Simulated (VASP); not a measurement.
Here is a VASP 6.6.1 calculation.

POSCAR

```
GaN
1.0
    0.0000000000      2.2535006075      2.2535006075
    2.2535006075      0.0000000000      2.2535006075
    2.2535006075      2.2535006075      0.0000000000
Ga N
1 1
Direct
    0.0000000000      0.0000000000      0.0000000000
    0.2500000000      0.2500000000      0.2500000000
```

INCAR.step1

```
SYSTEM = GaN
PREC = Accurate ; ENCUT = 520
EDIFF = 1E-5 ; ISMEAR = -1
SIGMA = 0.05 ; LREAL = .False.
LASPH = .True. ; NELM = 60
ALGO = Normal ; ISIF = 2
LWAVE = .True. ; NBANDS = 16
GGA = PE
```

Contents of INCAR.step2:

```
SYSTEM = GaN
PREC = Accurate ; ENCUT = 520
EDIFF = 1E-6 ; ISMEAR = -1
SIGMA = 0.05 ; LREAL = .False.
LASPH = .True. ; NELM = 60
ALGO = Normal ; ISIF = 2
LWAVE = .False. ; LCHARG = .True.
GGA = PE ; LHFCALC = .True.
AEXX = 0.1 ; HFSCREEN = 0.2078699
PRECFOCK = Normal ; LELF = .True.
LVHAR = .True. ; NBANDS = 16
ISTART = 1
```

File KPOINTS:

```
Automatic mesh
0
Gamma
  6 6 6
  0 0 0
```

Potentials or basis: VASP PAW PBE potentials, release 64 (Ga_d, N).

Command:

```sh
$ cat potpaw_PBE.64/Ga_d/POTCAR potpaw_PBE.64/N/POTCAR > POTCAR
$ cp INCAR.step1 INCAR
$ mpirun -np 1 vasp_std > vasp.out
$ cp INCAR.step2 INCAR
$ mpirun -np 1 vasp_std > vasp.out
```

(1) Estimate the pressure.

(2) Predict the band gap on the k mesh.

Answers

(1) 2.5 GPa.

(2) 2.21 eV.

Caveat: the PAW data sets were made with another functional, which shifts forces and pressure a little.
